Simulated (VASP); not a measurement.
InB5, 6 atoms in the cell. It takes space group F-43m (No. 216, cubic). Conventional cell: a = 6.545 Å, b = 6.545 Å, c = 6.545 Å, α = 90.00°, β = 90.00°, γ = 90.00°. Within 3.6 Å of In (site symmetry -43m) lie 16 B at 2.72 to 2.83 Å. Within 3.6 Å of B (site symmetry -43m) lie 12 B at 2.71 Å and 4 In at 2.83 Å. B (site symmetry 3m) has 9 B at 2.29 to 2.71 Å and 3 In at 2.72 Å within 3.0 Å. The cell was built from a structure type or drawn by symmetry, and may not be a known phase.

```yaml
Program: VASP 6.6.1
Task: relaxation of cell and atoms
Functional: PBE
Potentials_or_basis: VASP PAW PBE potentials, release 64 (In_d, B)
Cutoff: 500 eV
k_mesh: 4 × 4 × 4
Occupations: gaussian, width 0.1 eV
Spin: no spin polarisation
Dipole_correction: no
Further_INCAR_settings: ALGO = Normal; EDIFF = 1e-07; IBRION = 2; EDIFFG = -0.04; NSW = 90; ISIF = 3
```

Potentials or basis: VASP PAW PBE potentials, release 64 (In_d, B).

Run with:

```console
$ cat potpaw_PBE.64/In_d/POTCAR potpaw_PBE.64/B/POTCAR > POTCAR
$ mpirun -np 1 vasp_std > vasp.out
```

Hardware: 1 thread of AMD EPYC 7R43 64-Core Processor (Zen 3), with other jobs on the host.

Task: How long does it take, and how much memory?

Result: Run time: 4.3 min on 1 thread of AMD EPYC 7R43 64-Core Processor (Zen 3) (shared host), peak memory 0.18 GiB. Counts: scf iterations 141, k points 8, ion steps 15.
